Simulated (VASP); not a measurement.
Here is a VASP 6.6.1 calculation.

The input INCAR:

```
ALGO = Normal ; EDIFF = 1E-6
ENCUT = 500 ; GGA = PE
GGA_COMPAT = False ; ISIF = 2
ISMEAR = -1 ; LASPH = True
LCHARG = True ; LELF = True
LREAL = False ; LVHAR = True
LWAVE = False ; NBANDS = 28
NELM = 120 ; PREC = Accurate
SIGMA = 0.08
```

File KPOINTS:

```
k-points
0
Gamma
  9 9 12
```

Contents of POSCAR:

```
Mo
1.0
    4.2581609192      0.0000000000      0.0000000000
   -2.1290804596      3.6876755294      0.0000000000
    0.0000000000      0.0000000000      2.3910980915
Mo
3
Direct
    0.0000000000      0.0000000000      0.0000000000
    0.3333333333      0.6666666667      0.5000000000
    0.6666666667      0.3333333333      0.5000000000
```

Potentials or basis: VASP PAW PBE potentials, release 64 (Mo_sv).

Run with:

```bash
$ cat potpaw_PBE.64/Mo_sv/POTCAR > POTCAR
$ mpirun -np 1 vasp_std > vasp.out
```

**Question.** Estimate the band gap on the k mesh.

**Answer.** Zero (bands 21 and 22 overlap by 1.75 eV).

**Question.** Estimate the pressure.

**Answer.** 101.8 GPa.

Stress tensor (GPa, compression positive):
```
101.48   0.00   0.00
  0.00 101.48   0.00
  0.00   0.00 102.36
```

Caveat: the cell stands under pressure.
